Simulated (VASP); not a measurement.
Be5Pd, 6 atoms in the cell. The structure is cubic, space group F-43m (No. 216). Conventional cell: a = 5.976 Å, b = 5.976 Å, c = 5.976 Å, α = 90.00°, β = 90.00°, γ = 90.00°. Be (site symmetry -43m) has 12 Be at 2.48 Å and 4 Pd at 2.59 Å within 3.3 Å. Within 2.8 Å of Be (site symmetry 3m) lie 9 Be at 2.11 to 2.48 Å and 3 Pd at 2.48 Å. Within 3.3 Å of Pd (site symmetry -43m) lie 16 Be at 2.48 to 2.59 Å. 

```yaml
Program: VASP 6.6.1
Task: relaxation of cell and atoms
Functional: PBEsol
Potentials_or_basis: VASP PAW PBE potentials, release 64 (Be, Pd)
Cutoff: 600 eV
k_mesh: 7 × 7 × 7
Occupations: gaussian, width 0.05 eV
Spin: no spin polarisation
Dipole_correction: no
Further_INCAR_settings: ALGO = Normal; EDIFF = 1e-06; IBRION = 2; EDIFFG = -0.02; NSW = 80; ISIF = 3
```

Potentials or basis: VASP PAW PBE potentials, release 64 (Be, Pd).

Launch:

```sh
$ cat potpaw_PBE.64/Be/POTCAR potpaw_PBE.64/Pd/POTCAR > POTCAR
$ mpirun -np 1 vasp_std > vasp.out
```

Hardware: 1 thread of Intel(R) Xeon(R) 6975P-C (Granite Rapids), with other jobs on the host.

Problem. Estimate the wall time of this run.

Solution. It took 36 s on 1 thread of Intel(R) Xeon(R) 6975P-C (Granite Rapids), with other jobs on the host, peak memory 0.2 GiB. Counts: scf iterations 28, k points 20, ion steps 3.
